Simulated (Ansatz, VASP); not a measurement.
## AlN: VASP beside Ansatz

The input POSCAR:

```
AlN
1.0
    0.0000000000      1.9205495521      1.9205495521
    1.9205495521      0.0000000000      1.9205495521
    1.9205495521      1.9205495521      0.0000000000
Al N
1 1
Direct
    0.0000000000      0.0000000000      0.0000000000
    0.5000000000      0.5000000000      0.5000000000
```

Contents of INCAR.step1:

```
ALGO = Normal
EDIFF = 1E-5
ENCUT = 520
GGA = PE
ISIF = 2
ISMEAR = 0
LASPH = True
LREAL = False
LWAVE = True
NBANDS = 11
NELM = 60
PREC = Accurate
SIGMA = 0.01
```

File INCAR.step2:

```
ALGO = Normal
EDIFF = 1E-7
ENCUT = 520
GGA = PE
HFSCREEN = 0.2079
ISIF = 2
ISMEAR = 0
ISTART = 1
LASPH = True
LCHARG = True
LELF = True
LHFCALC = True
LREAL = False
LVHAR = True
LWAVE = False
NBANDS = 11
NELM = 60
PREC = Accurate
PRECFOCK = Normal
SIGMA = 0.01
```

File KPOINTS:

```
k-points
0
Gamma
  8 8 8
```

Input for Ansatz:

```yaml
crystal:
  lattice:
    - [0.0, 1.9205495521, 1.9205495521]
    - [1.9205495521, 0.0, 1.9205495521]
    - [1.9205495521, 1.9205495521, 0.0]
  atoms:
    - { symbol: Al, position: [0.0, 0.0, 0.0] }
    - { symbol: "N", position: [0.5, 0.5, 0.5] }
kpoints:
  mp_grid: { grid: [8, 8, 8] }
  band_path:
    path:
      - [0.0, 0.0, 0.0]
      - [0.5, 0.0, 0.5]
      - [0.625, 0.25, 0.625]
      - [0.375, 0.375, 0.75]
      - [0.5, 0.5, 0.5]
      - [0.5, 0.25, 0.75]
    npoints: 1
hamiltonian:
  xc: hse06
scf:
  occupations: { method: fixed }
  n_extra_bands: 4
output:
  forces: true
  stress: true
  eigenvalues: true
```

Change from the starting cell: hydrostatic strain -4.9%.

Alike in both runs: task single point; functional HSE06; k mesh 8 × 8 × 8; no spin polarisation.

|  | VASP | Ansatz |
| --- | --- | --- |
| version | VASP 6.6.1 | Ansatz 0.2.0 |
| potentials or method | VASP PAW PBE potentials, release 64 (Al, N) | plane waves, PAW |
| plane-wave cutoff (eV) | 520 | 420 |
| occupations | gaussian, width 0.01 eV | fixed |
| valence electrons in the cell | 8 | 8 |

VASP gave:

- gap on the k mesh at the Fermi level (eV): 6.37
- pressure (GPa): 53.7

Question: What did Ansatz give for the same quantities?

Answer: gap on the k mesh at the Fermi level (eV): 6.29; pressure (GPa): 53.4.

Both programs put the cell under a high pressure, so it lies far from rest at this level. Ansatz's warnings: stress exchange threshold loose, stress scf threshold loose.
